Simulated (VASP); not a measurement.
# Bi (I4/mmm) in VASP: further runs

The runs below take Bi through single point, with PBE+D3(BJ).

Everything below comes from runs of VASP 6.6.1. Logs are shortened: lines on timing, memory, paths and dates and some standing lists are left out, and cuts for length are marked.

## 1. The cell of the first run

It takes space group I4/mmm (No. 139, tetragonal). Conventional cell: a = 7.834 Å, b = 7.834 Å, c = 2.747 Å, α = 90.00°, β = 90.00°, γ = 90.00°. Within 3.6 Å of Bi (site symmetry 4/mmm) lie 2 Bi at 2.75 Å.

## 2. Single point, PBE+D3(BJ) (strain -0.080 along x and y, -0.040 along z)

File INCAR:

```
  ALGO = Normal
  EDIFF = 1E-6
  ENCUT = 520
  GGA = PE
  ISIF = 2
  ISMEAR = 0
  IVDW = 12
  LASPH = True
  LCHARG = True
  LELF = True
  LREAL = False
  LVHAR = True
  LWAVE = False
  NBANDS = 14
  NELM = 80
  PREC = Accurate
  SIGMA = 0.05
```

File KPOINTS:

```
k-points
0
Gamma
  10 10 10
```

File POSCAR:

```
Bi
1.0
   -3.9168834400      3.9168834400      1.3733414400
    3.9168834400     -3.9168834400      1.3733414400
    3.9168834400      3.9168834400     -1.3733414400
Bi
1
Direct
    0.0000000000      0.0000000000      0.0000000000
```

Potentials or basis: VASP PAW PBE potentials, release 64 (Bi_d).

Started as:

```
$ cat potpaw_PBE.64/Bi_d/POTCAR > POTCAR
$ mpirun -np 1 vasp_std > vasp.out
```

OUTCAR:

```text
EDIFF = 1E-6
   ENCUT = 520
   GGA = PE
   ISIF = 2
   ISMEAR = 0
   IVDW = 12
   LASPH = True
   LREAL = False
   NELM = 80
   PREC = Accurate
 IVDW          = 12

 ion  position               nearest neighbor table
   1  0.000  0.000  0.000-

  LATTYP: Found a body centered tetragonal cell.
 ALAT       =     7.8337668800
 C/A-ratio  =     0.3506209621

  Lattice vectors:

 A1 = (  -3.9168834400,   3.9168834400,   1.3733414400)
 A2 = (   3.9168834400,  -3.9168834400,   1.3733414400)
 A3 = (   3.9168834400,   3.9168834400,  -1.3733414400)

Analysis of symmetry for initial positions (statically):
=====================================================================
 Subroutine PRICEL returns:
 Original cell was already a primitive cell.

 Routine SETGRP: Setting up the symmetry group for a
 body centered tetragonal supercell.

 Subroutine GETGRP returns: Found 16 space group operations
 (whereof 16 operations were pure point group operations)
 out of a pool of 16 trial point group operations.

The static configuration has the point symmetry D_4h.

Analysis of symmetry for dynamics (positions and initial velocities):
=====================================================================
 Subroutine PRICEL returns:
 Original cell was already a primitive cell.

 Routine SETGRP: Setting up the symmetry group for a
 body centered tetragonal supercell.

 Subroutine GETGRP returns: Found 16 space group operations
 (whereof 16 operations were pure point group operations)
 out of a pool of 16 trial point group operations.

The dynamic configuration has the point symmetry D_4h.

 Subroutine INISYM returns: Found 16 space group operations
 (whereof 16 operations are pure point group operations),
 and found     1 'primitive' translations

----------------------------------------------------------------------------------------

                                     Primitive cell

  volume of cell :      84.2791

  direct lattice vectors                    reciprocal lattice vectors
    -3.916883440  3.916883440  1.373341440     0.000000000  0.127652509  0.364075521
     3.916883440 -3.916883440  1.373341440     0.127652509  0.000000000  0.364075521
     3.916883440  3.916883440 -1.373341440     0.127652509  0.127652509  0.000000000

  length of vectors
     5.707014848  5.707014848  5.707014848     0.385805842  0.385805842  0.180527910

  position of ions in fractional coordinates (direct lattice)
     0.000000000  0.000000000  0.000000000

  ion indices of the primitive-cell ions
   primitive index   ion index
                 1           1

----------------------------------------------------------------------------------------

 KPOINTS: k-points

Automatic generation of k-mesh.
 Grid dimensions read from file:
 generate k-points for:   10   10   10

 Generating k-lattice:

  Cartesian coordinates                     Fractional coordinates (reciprocal lattice)
     0.000000000  0.012765251  0.036407552     0.100000000  0.000000000  0.000000000
     0.012765251  0.000000000  0.036407552     0.000000000  0.100000000  0.000000000
     0.012765251  0.012765251  0.000000000     0.000000000  0.000000000  0.100000000

  Length of vectors
     0.038580584  0.038580584  0.018052791

  Shift w.r.t. Gamma in fractional coordinates (k-lattice)
     0.000000000  0.000000000  0.000000000

 Subroutine IBZKPT returns following result:
 ===========================================

 Found    102 irreducible k-points:

 Following reciprocal coordinates:
            Coordinates               Weight
  0.000000  0.000000  0.000000      1.000000
  0.100000  0.000000 -0.000000      8.000000
  0.200000  0.000000 -0.000000      8.000000
  0.300000  0.000000  0.000000      8.000000
  0.400000  0.000000  0.000000      8.000000
  0.500000  0.000000 -0.000000      4.000000
[... 16 lines left out ...]
  0.300000  0.300000  0.000000      8.000000
  0.400000  0.300000 -0.000000     16.000000
 [... further k-points ...]
   k-points           NKPTS =    102   k-points in BZ     NKDIM =    102   number of bands    NBANDS=     14
   number of dos      NEDOS =    301   number of ions     NIONS =      1
   total plane-waves  NPLWV =  74088
   dimension x,y,z NGX =    42 NGY =   42 NGZ =   42
   dimension x,y,z NGXF=    84 NGYF=   84 NGZF=   84
   ions per type =               1
   NGX,Y,Z   is equivalent  to a cutoff of  12.23, 12.23, 12.23 a.u.
   NGXF,Y,Z  is equivalent  to a cutoff of  24.47, 24.47, 24.47 a.u.
 SYSTEM =  unknown system
   PREC   = accura    normal or accurate (medium, high low for compatibility)
   ISTART =      0    job   : 0-new  1-cont  2-samecut
   ICHARG =      2    charge: 1-file 2-atom 10-const
   ISPIN  =      1    spin polarized calculation?
   LNONCOLLINEAR =      F non collinear calculations
   LSORBIT =      F    spin-orbit coupling
   LASPH  =      T    aspherical Exc in radial PAW
   ENCUT  =  520.0 eV  38.22 Ry    6.18 a.u.  10.61 10.61 10.61*2*pi/ulx,y,z
   NELM   =     80;   NELMIN=  2; NELMDL= -5     # of ELM steps
   EDIFF  = 0.1E-05   stopping-criterion for ELM
   LREAL  =      F    real-space projection
   EDIFFG = 0.1E-04   stopping-criterion for IOM
   NSW    =      0    number of steps for IOM
   IBRION =     -1    ionic relax: 0-MD 1-quasi-New 2-CG
   NFREE  =      0    steps in history (QN), initial steepest desc. (CG)
   ISIF   =      2    stress and relaxation
   ISYM   =      2    0-nonsym 1-usesym 2-fastsym
   POTIM  = 0.5000    time-step for ionic-motion
   TEBEG  =    0.0;   TEEND  =   0.0 temperature during run
   PSTRESS=    0.0 pullay stress
   NELECT =      15.0000    total number of electrons
   NUPDOWN=      -1.0000    fix difference up-down
   EMIN   =  10.00;   EMAX   =-10.00  energy-range for DOS
   EFERMI =   0.00;   METHOD = LEGACY
   ISMEAR =     0;   SIGMA  =   0.05  broadening in eV -4-tet -1-fermi 0-gaus
   EFERMI_NEDOS =   21; number of points for ismear=-14 and -15
   IALGO  =     38    algorithm
   IMIX   =      4    mixing-type and parameters
     AMIX     =   0.40;   BMIX     =  1.00
     AMIX_MAG =   1.60;   BMIX_MAG =  1.00
  volume/ion in A,a.u.               =      84.28       568.74
  Fermi-wavevector in a.u.,A,eV,Ry     =   0.920871  1.740193 11.537779  0.848003
  Thomas-Fermi vector in A             =   2.046224
   LORBIT       =      0    0 simple, 1 ext, 2 COOP (PROOUT), +10 PAW based schemes
   GGA     = PE    functional components
   LHFCALC =     F    Hartree Fock is set to
   AEXX    =    0.0000 exact exchange contribution
   IVDW    =    12    specifies the selected vdW correction
   LEPSILON=     F    determine dielectric tensor
   LRPA    =     F    only Hartree local field effects (RPA)
 non-spin polarized calculation
 Gauss-broadening in eV      SIGMA  =   0.05
  energy-cutoff  :      520.00
  volume of cell :       84.28
 maximum number of plane-waves:      2297
   NGX = 21   NGY = 21   NGZ = 21

 number of electron      15.0000004 magnetization

 Free energy of the ion-electron system (eV)
  ---------------------------------------------------
  ext. energy  EPLUGINS =         0.00000000
  ---------------------------------------------------
  free energy    TOTEN  =        -2.68494487 eV

  energy without entropy =       -2.68346591  energy(sigma->0) =       -2.68420539

 E-fermi :  -0.0043     XC(G=0):  -5.5505

 val. band max:       -0.0265716556   @ k =  -0.1000   0.4000   0.1000
 cond. band min:       0.0177304916   @ k =  -0.1000   0.4000   0.1000
 fundamental gap:      0.0443021472
 Fermi energy:        -0.0042883772

 k-point     1 :       0.0000    0.0000    0.0000
  band No.  band energies     occupation
      1     -23.7521      2.00000
      2     -22.8578      2.00000
      3     -22.8577      2.00000
      4     -22.7310      2.00000
      5     -22.7310      2.00000
      6     -12.4031      2.00000
      7      -1.7256      2.00000
      8      -1.7256      2.00000
      9       2.5484      0.00000
     10       4.4640      0.00000
     11       7.7114      0.00000
     12       8.3608      0.00000
     13       8.3608      0.00000
     14       9.6749      0.00000

 k-point     2 :       0.1000    0.0000   -0.0000
  band No.  band energies     occupation
      1     -23.6353      2.00000
      2     -22.8528      2.00000
      3     -22.8528      2.00000
      4     -22.7757      2.00000
      5     -22.7757      2.00000
      6     -12.2033      2.00000
      7      -1.4991      2.00000
      8      -1.4946      2.00000
      9       2.8007      0.00000
     10       4.6945      0.00000
     11       7.5506      0.00000
     12       7.6443      0.00000
     13       8.6026      0.00000
     14       8.6680      0.00000

 k-point     3 :       0.2000    0.0000   -0.0000
  band No.  band energies     occupation
      1     -23.3261      2.00000
      2     -22.8909      2.00000
      3     -22.8909      2.00000
      4     -22.8400      2.00000
      5     -22.8399      2.00000
      6     -11.5870      2.00000
      7      -0.8490      2.00000
      8      -0.8320      2.00000
      9       3.5282      0.00000
     10       3.9858      0.00000
     11       5.3857      0.00000
     12       7.5119      0.00000
     13       9.3056      0.00000
     14       9.3385      0.00000

 k-point     4 :       0.3000    0.0000    0.0000
  band No.  band energies     occupation
      1     -23.0299      2.00000
      2     -23.0298      2.00000
      3     -22.9379      2.00000
      4     -22.8241      2.00000
      5     -22.8239      2.00000
      6     -10.5199      2.00000
      7       0.1341      0.00009
      8       0.1702      0.00000
      9       0.3450      0.00000
     10       4.8044      0.00000
     11       6.5116      0.00000
     12       7.8290      0.00000
     13       9.3720      0.00000
     14       9.4240      0.00000

 k-point     5 :       0.4000    0.0000    0.0000
  band No.  band energies     occupation
      1     -23.1396      2.00000
      2     -23.1396      2.00000
      3     -22.8112      2.00000
      4     -22.8108      2.00000
      5     -22.6198      2.00000
      6      -9.0418      2.00000
      7      -2.7853      2.00000
      8       1.2745      0.00000
      9       1.3074      0.00000
     10       6.2223      0.00000
     11       7.0742      0.00000
[... 276 lines left out ...]
 k-point    22 :      -0.2000    0.2000    0.0000
  band No.  band energies     occupation
      1     -23.7521      2.00000
      2     -22.8578      2.00000
      3     -22.8577      2.00000
      4     -22.7310      2.00000
      5     -22.7310      2.00000
      6     -12.3964      2.00000
      7      -1.9545      2.00000
      8      -1.7050      2.00000
      9       2.9798      0.00000
     10       4.8098      0.00000
     11       6.6877      0.00000
     12       7.3923      0.00000
     13       9.8812      0.00000
     14       9.9037      0.00000

 k-point    23 :       0.3000    0.3000    0.0000
  band No.  band energies     occupation
      1     -23.1396      2.00000
      2     -23.1396      2.00000
      3     -22.8112      2.00000
      4     -22.8108      2.00000
      5     -22.6198      2.00000
      6      -9.0309      2.00000
      7      -2.7995      2.00000
      8       0.9914      0.00000
      9       1.3345      0.00000
     10       6.8485      0.00000
     11       7.0487      0.00000
     12       7.8811      0.00000
     13       7.9565      0.00000
     14      10.2984      0.00000

 k-point    24 :       0.4000    0.3000   -0.0000
  band No.  band energies     occupation
      1     -23.0299      2.00000
      2     -23.0298      2.00000
      3     -22.9379      2.00000
      4     -22.8241      2.00000
      5     -22.8237      2.00000
      6     -10.5055      2.00000
      7      -0.2846      2.00000
      8       0.2090      0.00000
      9       0.3214      0.00000
     10       5.8135      0.00000
     11       6.4188      0.00000
     12       8.0073      0.00000
     13       9.3261      0.00000
     14       9.6634      0.00000

 [... further k-points ...]

------------------------ aborting loop because EDIFF is reached ----------------------------------------

 Edisp (eV)   -0.16066

 E8    (eV) :    -0.0748

  FORCE on cell =-STRESS in cart. coord.  units (eV):
  Direction    XX          YY          ZZ          XY          YZ          ZX
  --------------------------------------------------------------------------------------
  -------------------------------------------------------------------------------------
  Total      -0.45376    -0.45376     1.60015     0.00000     0.00000     0.00000
  in kB      -8.62624    -8.62624    30.41951     0.00000     0.00000     0.00000
  external pressure =        4.39 kB  Pullay stress =        0.00 kB

 VOLUME and BASIS-vectors are now :
 -----------------------------------------------------------------------------
  energy-cutoff  :      520.00
  volume of cell :       84.28
      direct lattice vectors                 reciprocal lattice vectors
    -3.916883440  3.916883440  1.373341440     0.000000000  0.127652509  0.364075521
     3.916883440 -3.916883440  1.373341440     0.127652509  0.000000000  0.364075521
     3.916883440  3.916883440 -1.373341440     0.127652509  0.127652509  0.000000000

 POSITION                                       TOTAL-FORCE (eV/Angst)
 -----------------------------------------------------------------------------------
      0.00000      0.00000      0.00000        -0.000000      0.000000     -0.000000
 -----------------------------------------------------------------------------------
    total drift:                               -0.000000      0.000000      0.000000

  FREE ENERGIE OF THE ION-ELECTRON SYSTEM (eV)
  ---------------------------------------------------
  free  energy   TOTEN  =        -2.8456047126 eV

  energy  without entropy=       -2.8441257552  energy(sigma->0) =       -2.84486523
```

It took 2.3 min on 1 thread of Intel Xeon 6975P-C (Granite Rapids), shared host; peak memory 0.32 GiB.

Results:

- Free energy: -2.8456 eV
- Pressure: 0.4 GPa
- Dispersion energy per atom: -0.161 eV

Caveat: the cell differs from its parent crystal (strain -0.080 along x and y, -0.040 along z); spin-orbit coupling is left out, which moves the levels of the heavy elements; pairwise dispersion overbinds metals, which lowers pressure and volume.

(Part 1 of 2 ends here.)
